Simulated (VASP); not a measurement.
# K (Im-3m) in VASP: notebook

K is run at these levels: PBE, HSE06+D3(BJ), PBE+D4; tasks: relaxation of cell and atoms, single point.

All numbers are computed with VASP 6.6.1; they aren't measurements. Logs are shortened: lines on timing, memory, paths and dates and some standing lists are left out, and cuts for length are marked.

### Step 1. The cell of the first run

Symmetry: Im-3m, No. 229, cubic system. The conventional cell has a = 5.395 Å, b = 5.395 Å, c = 5.395 Å, α = 90.00°, β = 90.00°, γ = 90.00°.

### Step 2. Relaxation of cell and atoms, PBE, target pressure 10 GPa, at which the enthalpy is minimised

The input, INCAR:

```
  PREC = Accurate
  ENCUT = 600
  EDIFF = 1E-6
  ISMEAR = -1
  SIGMA = 0.05
  LREAL = F
  LASPH = T
  NELM = 100
  ALGO = Fast
  ISIF = 3
  LWAVE = F
  LCHARG = F
  GGA = PE
  IBRION = 2
  NSW = 60
  EDIFFG = -0.01
  PSTRESS = 100.0
```

The input, KPOINTS:

```
regular mesh
0
Gamma
  7 7 7
```

The input, POSCAR:

```
K
1.0
   -2.6975585167      2.6975585167      2.6975585167
    2.6975585167     -2.6975585167      2.6975585167
    2.6975585167      2.6975585167     -2.6975585167
K
1
Direct
    0.0000000000      0.0000000000      0.0000000000
```

Potentials or basis: VASP PAW PBE potentials, release 64 (K_sv).

Run with:

```
$ cat potpaw_PBE.64/K_sv/POTCAR > POTCAR
$ mpirun -np 1 vasp_std > vasp.out
```

OUTCAR:

```text
PREC = Accurate
   ENCUT = 600
   EDIFF = 1E-6
   ISMEAR = -1
   LREAL = F
   LASPH = T
   NELM = 100
   ISIF = 3
   GGA = PE
   IBRION = 2
   NSW = 60
   EDIFFG = -0.01
   PSTRESS = 100.0

 ion  position               nearest neighbor table
   1  0.000  0.000  0.000-

  LATTYP: Found a body centered cubic cell.
 ALAT       =     5.3951170334

  Lattice vectors:

 A1 = (  -2.6975585167,   2.6975585167,   2.6975585167)
 A2 = (   2.6975585167,  -2.6975585167,   2.6975585167)
 A3 = (   2.6975585167,   2.6975585167,  -2.6975585167)

Analysis of symmetry for initial positions (statically):
=====================================================================
 Subroutine PRICEL returns:
 Original cell was already a primitive cell.

 Routine SETGRP: Setting up the symmetry group for a
 body centered cubic supercell.

 Subroutine GETGRP returns: Found 48 space group operations
 (whereof 48 operations were pure point group operations)
 out of a pool of 48 trial point group operations.

The static configuration has the point symmetry O_h .

Analysis of symmetry for dynamics (positions and initial velocities):
=====================================================================
 Subroutine PRICEL returns:
 Original cell was already a primitive cell.

 Routine SETGRP: Setting up the symmetry group for a
 body centered cubic supercell.

 Subroutine GETGRP returns: Found 48 space group operations
 (whereof 48 operations were pure point group operations)
 out of a pool of 48 trial point group operations.

The dynamic configuration has the point symmetry O_h .

 Subroutine INISYM returns: Found 48 space group operations
 (whereof 48 operations are pure point group operations),
 and found     1 'primitive' translations

----------------------------------------------------------------------------------------

                                     Primitive cell

  volume of cell :      78.5186

  direct lattice vectors                    reciprocal lattice vectors
    -2.697558517  2.697558517  2.697558517     0.000000000  0.185352791  0.185352791
     2.697558517 -2.697558517  2.697558517     0.185352791  0.000000000  0.185352791
     2.697558517  2.697558517 -2.697558517     0.185352791  0.185352791  0.000000000

  length of vectors
     4.672308407  4.672308407  4.672308407     0.262128431  0.262128431  0.262128431

  position of ions in fractional coordinates (direct lattice)
     0.000000000  0.000000000  0.000000000

  ion indices of the primitive-cell ions
   primitive index   ion index
                 1           1

----------------------------------------------------------------------------------------

 KPOINTS: regular mesh

Automatic generation of k-mesh.
 Grid dimensions read from file:
 generate k-points for:    7    7    7

 Generating k-lattice:

  Cartesian coordinates                     Fractional coordinates (reciprocal lattice)
     0.000000000  0.026478970  0.026478970     0.142857143  0.000000000  0.000000000
     0.026478970  0.000000000  0.026478970     0.000000000  0.142857143  0.000000000
     0.026478970  0.026478970  0.000000000     0.000000000  0.000000000  0.142857143

  Length of vectors
     0.037446919  0.037446919  0.037446919

  Shift w.r.t. Gamma in fractional coordinates (k-lattice)
     0.000000000  0.000000000  0.000000000

 Subroutine IBZKPT returns following result:
 ===========================================

 Found     20 irreducible k-points:

 Following reciprocal coordinates:
            Coordinates               Weight
  0.000000  0.000000  0.000000      1.000000
  0.142857  0.000000  0.000000     12.000000
  0.285714  0.000000  0.000000     12.000000
  0.428571  0.000000  0.000000     12.000000
  0.142857  0.142857  0.000000     24.000000
  0.285714  0.142857 -0.000000     48.000000
[... 12 lines left out ...]
 -0.428571 -0.428571  0.285714      8.000000
 -0.428571  0.428571  0.428571      6.000000
   k-points           NKPTS =     20   k-points in BZ     NKDIM =     20   number of bands    NBANDS=      8
   number of dos      NEDOS =    301   number of ions     NIONS =      1
   total plane-waves  NPLWV =  64000
   dimension x,y,z NGX =    40 NGY =   40 NGZ =   40
   dimension x,y,z NGXF=    80 NGYF=   80 NGZF=   80
   ions per type =               1
   NGX,Y,Z   is equivalent  to a cutoff of  14.23, 14.23, 14.23 a.u.
   NGXF,Y,Z  is equivalent  to a cutoff of  28.46, 28.46, 28.46 a.u.
 SYSTEM =  unknown system
   PREC   = accura    normal or accurate (medium, high low for compatibility)
   ISTART =      0    job   : 0-new  1-cont  2-samecut
   ICHARG =      2    charge: 1-file 2-atom 10-const
   ISPIN  =      1    spin polarized calculation?
   LNONCOLLINEAR =      F non collinear calculations
   LSORBIT =      F    spin-orbit coupling
   LASPH  =      T    aspherical Exc in radial PAW
   ENCUT  =  600.0 eV  44.10 Ry    6.64 a.u.   9.33  9.33  9.33*2*pi/ulx,y,z
   NELM   =    100;   NELMIN=  2; NELMDL= -5     # of ELM steps
   EDIFF  = 0.1E-05   stopping-criterion for ELM
   LREAL  =      F    real-space projection
   EDIFFG = -.1E-01   stopping-criterion for IOM
   NSW    =     60    number of steps for IOM
   IBRION =      2    ionic relax: 0-MD 1-quasi-New 2-CG
   NFREE  =      1    steps in history (QN), initial steepest desc. (CG)
   ISIF   =      3    stress and relaxation
   ISYM   =      2    0-nonsym 1-usesym 2-fastsym
   POTIM  = 0.5000    time-step for ionic-motion
   TEBEG  =    0.0;   TEEND  =   0.0 temperature during run
   PSTRESS=  100.0 pullay stress
   NELECT =       9.0000    total number of electrons
   NUPDOWN=      -1.0000    fix difference up-down
   EMIN   =  10.00;   EMAX   =-10.00  energy-range for DOS
   EFERMI =   0.00;   METHOD = LEGACY
   ISMEAR =    -1;   SIGMA  =   0.05  broadening in eV -4-tet -1-fermi 0-gaus
   EFERMI_NEDOS =   21; number of points for ismear=-14 and -15
   IALGO  =     68    algorithm
   IMIX   =      4    mixing-type and parameters
     AMIX     =   0.40;   BMIX     =  1.00
     AMIX_MAG =   1.60;   BMIX_MAG =  1.00
  volume/ion in A,a.u.               =      78.52       529.87
  Fermi-wavevector in a.u.,A,eV,Ry     =   0.795240  1.502785  8.604411  0.632406
  Thomas-Fermi vector in A             =   1.901529
   LORBIT       =      0    0 simple, 1 ext, 2 COOP (PROOUT), +10 PAW based schemes
   GGA     = PE    functional components
   LHFCALC =     F    Hartree Fock is set to
   AEXX    =    0.0000 exact exchange contribution
   IVDW    =     0    specifies the selected vdW correction
   LEPSILON=     F    determine dielectric tensor
   LRPA    =     F    only Hartree local field effects (RPA)
 conjugate gradient relaxation of ions
 non-spin polarized calculation
 RMM-DIIS sequential band-by-band and
  energy-cutoff  :      600.00
  volume of cell :       78.52
 maximum number of plane-waves:      2659
 NGX is ok and might be reduce to    40
   NGX = 19   NGY = 19   NGZ = 19

--------------------------------------- Ionic step        1  -------------------------------------------

 number of electron       9.0000001 magnetization

 Free energy of the ion-electron system (eV)
  ---------------------------------------------------
  ext. energy  EPLUGINS =         0.00000000
  ---------------------------------------------------
  free energy    TOTEN  =        -1.04925619 eV

  energy without entropy =       -1.04209099  energy(sigma->0) =       -1.04567359

 E-fermi :  -0.2648     XC(G=0):  -5.4967

 val. band max:       -0.3309188477   @ k =  -0.2857   0.4286   0.1429
 cond. band min:      -0.1359318647   @ k =  -0.4286   0.4286   0.1429
 fundamental gap:      0.1949869830
 Fermi energy:        -0.2647532615

 k-point     1 :       0.0000    0.0000    0.0000
  band No.  band energies     occupation
      1     -32.4318      2.00000
      2     -15.8856      2.00000
      3     -15.8856      2.00000
      4     -15.8856      2.00000
      5      -2.3233      2.00000
      6       3.9694      0.00000
      7       3.9695      0.00000
      8       3.9695      0.00000
[... 309 lines left out ...]
  FREE ENERGIE OF THE ION-ELECTRON SYSTEM (eV)
  ---------------------------------------------------
  free  energy   TOTEN  =        -0.3747027040 eV

  energy  without entropy=       -0.3668733746  energy(sigma->0) =       -0.37078804

  enthalpy is  TOTEN    =         1.8386992129 eV   P V=        2.2134019168

[... ionic steps 4 to 13 ...]

--------------------------------------- Ionic step       14  -------------------------------------------

 number of electron       9.0000000 magnetization

------------------------ aborting loop because EDIFF is reached ----------------------------------------

  FORCE on cell =-STRESS in cart. coord.  units (eV):
  Direction    XX          YY          ZZ          XY          YZ          ZX
  --------------------------------------------------------------------------------------
  -------------------------------------------------------------------------------------
  Total        2.1794622      2.1794622      2.1794622     -0.0000000     -0.0000000      0.0000000
  in kB       97.0682772     97.0682772     97.0682772     -0.0000000     -0.0000000      0.0000000
  external PRESSURE =      -2.9317228 kB  Pullay stress =     100.0000000 kB
[... 59 lines left out ...]
  enthalpy is  TOTEN    =         1.8387840100 eV   P V=        2.2388099952

--------------------------------------- Ionic step       16  -------------------------------------------

 number of electron       9.0000000 magnetization

 Free energy of the ion-electron system (eV)
  ---------------------------------------------------
  ext. energy  EPLUGINS =         0.00000000
  ---------------------------------------------------
  free energy    TOTEN  =        -0.38726481 eV

  energy without entropy =       -0.37953220  energy(sigma->0) =       -0.38339851

 E-fermi :   2.3287     XC(G=0):  -7.7623

 val. band max:        2.3030935808   @ k =  -0.2857   0.4286   0.1429
 cond. band min:       2.4165921797   @ k =  -0.4286   0.4286   0.1429
 fundamental gap:      0.1134985990
 Fermi energy:         2.3287072852

 k-point     1 :       0.0000    0.0000    0.0000
  band No.  band energies     occupation
      1     -29.9178      2.00000
      2     -13.1079      2.00000
      3     -13.1079      2.00000
      4     -13.1079      2.00000
      5      -0.9773      2.00000
      6       6.9594      0.00000
      7       6.9594      0.00000
      8       6.9594      0.00000
[... 235 lines left out ...]
  FREE ENERGIE OF THE ION-ELECTRON SYSTEM (eV)
  ---------------------------------------------------
  free  energy   TOTEN  =        -0.3872648119 eV

  energy  without entropy=       -0.3795322047  energy(sigma->0) =       -0.38339851

  enthalpy is  TOTEN    =         1.8386269521 eV   P V=        2.2258917640

 reached required accuracy - stopping structural energy minimisation
```

Run time: 3.1 min. Hardware: 1 thread of Intel Xeon 8259CL, shared host; peak memory 0.26 GiB.

What came out:

* Free energy: -0.3873 eV
* Relaxed volume: 35.66 Å³/atom
* Relaxed cell: a = 3.592 Å, b = 3.592 Å, c = 3.592 Å, α = 109.47°, β = 109.47°, γ = 109.47°
* Space group after relaxing (to 0.1 Å): Im-3m (No. 229)
* Energy change on relaxing (the run minimises the enthalpy): +662.0 meV/atom
* Ionic steps: 16
* Pressure after relaxing: 10.0 GPa
* Band gap on the k mesh: zero (an odd number of electrons rules out a gap without spin polarisation)

The path:
| step | energy change (eV) | largest force (eV/Å) | pressure (GPa) | volume (Å³) |
| --- | --- | --- | --- | --- |
| 1 | 0.0000 | 0.0000 | -0.21 | 78.52 |
| 2 | 0.7535 | 0.0000 | 11.27 | 34.28 |
| 3 | 0.6746 | 0.0000 | 10.12 | 35.46 |
| 4 | 0.6346 | 0.0000 | 9.59 | 36.11 |
| 5 | 0.6351 | 0.0000 | 9.58 | 36.10 |
| 6 | 0.6367 | 0.0000 | 9.61 | 36.08 |
| 7 | 0.6367 | 0.0000 | 9.61 | 36.08 |
| 8 | 0.6367 | 0.0000 | 9.61 | 36.08 |
| 9 | 0.6368 | 0.0000 | 9.60 | 36.07 |
| 10 | 0.6370 | 0.0000 | 9.59 | 36.07 |
| 11 | 0.6374 | 0.0000 | 9.62 | 36.06 |
| 12 | 0.6382 | 0.0000 | 9.63 | 36.05 |
| 13 | 0.6398 | 0.0000 | 9.65 | 36.03 |
| 14 | 0.6429 | 0.0000 | 9.71 | 35.97 |
| 15 | 0.6492 | 0.0000 | 9.80 | 35.87 |
| 16 | 0.6620 | 0.0000 | 9.99 | 35.66 |

Final structure:
```
CELL_PARAMETERS angstrom
-2.07357 2.07357 2.07357
2.07357 -2.07357 2.07357
2.07357 2.07357 -2.07357
ATOMIC_POSITIONS crystal
K 0.00000 0.00000 0.00000
```

Caveat: the cell is relaxed towards a set pressure, so the run minimises the enthalpy, not the energy; the volume moved by over 15 % at a fixed basis, so the end points are rough.

### Step 3. Relaxation of cell and atoms, PBE, target pressure 20 GPa, at which the enthalpy is minimised

The input, INCAR:

```
PREC = Accurate
ENCUT = 600
EDIFF = 1E-7
ISMEAR = -1
SIGMA = 0.05
LREAL = False
LASPH = True
NELM = 60
ALGO = Normal
ISIF = 3
LWAVE = False
LCHARG = False
GGA = PE
IBRION = 2
NSW = 60
EDIFFG = -0.01
PSTRESS = 200.0
```

KPOINTS is that of step 2.

POSCAR is that of step 2.

Potentials or basis: VASP PAW PBE potentials, release 64 (K_sv).

Run with:

```
$ cat potpaw_PBE.64/K_sv/POTCAR > POTCAR
$ mpirun -np 1 vasp_std > vasp.out
```

OUTCAR:

```text
PREC = Accurate
   ENCUT = 600
   EDIFF = 1E-7
   ISMEAR = -1
   LREAL = False
   LASPH = True
   NELM = 60
   ISIF = 3
   GGA = PE
   IBRION = 2
   NSW = 60
   EDIFFG = -0.01
   PSTRESS = 200.0

 ion  position               nearest neighbor table
   1  0.000  0.000  0.000-

  LATTYP: Found a body centered cubic cell.
 ALAT       =     5.3951170334

  Lattice vectors:

 A1 = (  -2.6975585167,   2.6975585167,   2.6975585167)
 A2 = (   2.6975585167,  -2.6975585167,   2.6975585167)
 A3 = (   2.6975585167,   2.6975585167,  -2.6975585167)

Analysis of symmetry for initial positions (statically):
=====================================================================
 Subroutine PRICEL returns:
 Original cell was already a primitive cell.

 Routine SETGRP: Setting up the symmetry group for a
 body centered cubic supercell.

 Subroutine GETGRP returns: Found 48 space group operations
 (whereof 48 operations were pure point group operations)
 out of a pool of 48 trial point group operations.

The static configuration has the point symmetry O_h .

Analysis of symmetry for dynamics (positions and initial velocities):
=====================================================================
 Subroutine PRICEL returns:
 Original cell was already a primitive cell.

 Routine SETGRP: Setting up the symmetry group for a
[... 117 lines left out ...]
   IMIX   =      4    mixing-type and parameters
     AMIX     =   0.40;   BMIX     =  1.00
     AMIX_MAG =   1.60;   BMIX_MAG =  1.00
  volume/ion in A,a.u.               =      78.52       529.87
  Fermi-wavevector in a.u.,A,eV,Ry     =   0.795240  1.502785  8.604411  0.632406
  Thomas-Fermi vector in A             =   1.901529
   LORBIT       =      0    0 simple, 1 ext, 2 COOP (PROOUT), +10 PAW based schemes
   GGA     = PE    functional components
   LHFCALC =     F    Hartree Fock is set to
   AEXX    =    0.0000 exact exchange contribution
   IVDW    =     0    specifies the selected vdW correction
   LEPSILON=     F    determine dielectric tensor
   LRPA    =     F    only Hartree local field effects (RPA)
 conjugate gradient relaxation of ions
 non-spin polarized calculation
  energy-cutoff  :      600.00
  volume of cell :       78.52
 maximum number of plane-waves:      2659
 NGX is ok and might be reduce to    40
   NGX = 19   NGY = 19   NGZ = 19

--------------------------------------- Ionic step        1  -------------------------------------------

 number of electron       9.0000001 magnetization

 Free energy of the ion-electron system (eV)
  ---------------------------------------------------
  ext. energy  EPLUGINS =         0.00000000
  ---------------------------------------------------
  free energy    TOTEN  =        -1.04925657 eV

  energy without entropy =       -1.04209133  energy(sigma->0) =       -1.04567395

 E-fermi :  -0.2647     XC(G=0):  -5.4967

 val. band max:       -0.3308738294   @ k =  -0.2857   0.4286   0.1429
 cond. band min:      -0.1358875369   @ k =  -0.4286   0.4286   0.1429
 fundamental gap:      0.1949862925
 Fermi energy:        -0.2647080487
[... 592 lines left out ...]
--------------------------------------- Ionic step        5  -------------------------------------------

 number of electron       9.0000000 magnetization

 Free energy of the ion-electron system (eV)
  ---------------------------------------------------
  ext. energy  EPLUGINS =         0.00000000
  ---------------------------------------------------
  free energy    TOTEN  =         0.31659058 eV

  energy without entropy =        0.32745266  energy(sigma->0) =        0.32202162

 E-fermi :   3.6087     XC(G=0):  -8.6808

 val. band max:        3.6019208214   @ k =  -0.4286   0.4286   0.1429
 cond. band min:       3.6836994644   @ k =   0.4286   0.1429   0.0000
 fundamental gap:      0.0817786430
 Fermi energy:         3.6086635244
[... 250 lines left out ...]
  energy  without entropy=        0.3274526610  energy(sigma->0) =        0.32202162

  enthalpy is  TOTEN    =         3.7903570107 eV   P V=        3.4737664340

 reached required accuracy - stopping structural energy minimisation
```

OSZICAR:

```text
N       E                     dE             d eps       ncg     rms          rms(c)
DAV:   1     0.499241168142E+02    0.49924E+02   -0.38855E+03   320   0.954E+02
DAV:   2     0.708024833113E+00   -0.49216E+02   -0.47258E+02   328   0.214E+02
DAV:   3    -0.100744982342E+01   -0.17155E+01   -0.17147E+01   512   0.371E+01
[... 56 lines left out ...]
DAV:   5     0.316587504643E+00   -0.61762E-04   -0.27381E-04   432   0.106E-01    0.182E-02
DAV:   6     0.316591191018E+00    0.36864E-05   -0.37537E-06   344   0.223E-02    0.201E-03
DAV:   7     0.316590970475E+00   -0.22054E-06   -0.44009E-07   464   0.440E-03    0.151E-03
DAV:   8     0.316590616732E+00   -0.35374E-06   -0.19662E-08   160   0.157E-03    0.170E-04
DAV:   9     0.316590576656E+00   -0.40076E-07   -0.45760E-09   160   0.508E-04
   5 F= 0.37903570E+01 E0= 0.37957881E+01  d E =-.391709E-03
```

CONTCAR:

```text
K
   1.00000000000000
    -1.9090050177889244    1.9090050177889244    1.9090050177889242
     1.9090050177889244   -1.9090050177889244    1.9090050177889242
     1.9090050177889244    1.9090050177889244   -1.9090050177889242
  K
     1
Direct
     0.0000000000000000    0.0000000000000000    0.0000000000000000

  0.00000000E+00  0.00000000E+00  0.00000000E+00
```

It took 89 s on 1 thread of Intel Xeon 8259CL, shared host; peak memory 0.29 GiB.

Results:

- Free energy: 0.3166 eV
- Relaxed volume: 27.83 Å³/atom
- Relaxed cell: a = 3.306 Å, b = 3.306 Å, c = 3.306 Å, α = 109.47°, β = 109.47°, γ = 109.47°
- Space group after relaxing (to 0.1 Å): Im-3m (No. 229)
- Energy change on relaxing (the run minimises the enthalpy): +1365.8 meV/atom
- Ionic steps: 5
- Pressure after relaxing: 19.9 GPa
- Band gap on the k mesh: zero (an odd number of electrons rules out a gap without spin polarisation)

The path:
| step | energy change (eV) | largest force (eV/Å) | pressure (GPa) | volume (Å³) |
| --- | --- | --- | --- | --- |
| 1 | 0.0000 | 0.0000 | -0.20 | 78.52 |
| 2 | 6.0497 | 0.0000 | 126.80 | 11.19 |
| 3 | 1.3190 | 0.0000 | 19.28 | 28.21 |
| 4 | 1.4037 | 0.0000 | 20.47 | 27.53 |
| 5 | 1.3658 | 0.0000 | 19.94 | 27.83 |

Final structure:
```
K
1.0
    -1.90901    1.90901    1.90901
     1.90901   -1.90901    1.90901
     1.90901    1.90901   -1.90901
K
1
Cartesian
  0.0000 0.0000 0.0000
```

Caveat: the cell is relaxed towards a set pressure, so the run minimises the enthalpy, not the energy; the volume moved by over 15 % at a fixed basis, so the end points are rough.

[end of part 1 of 2]
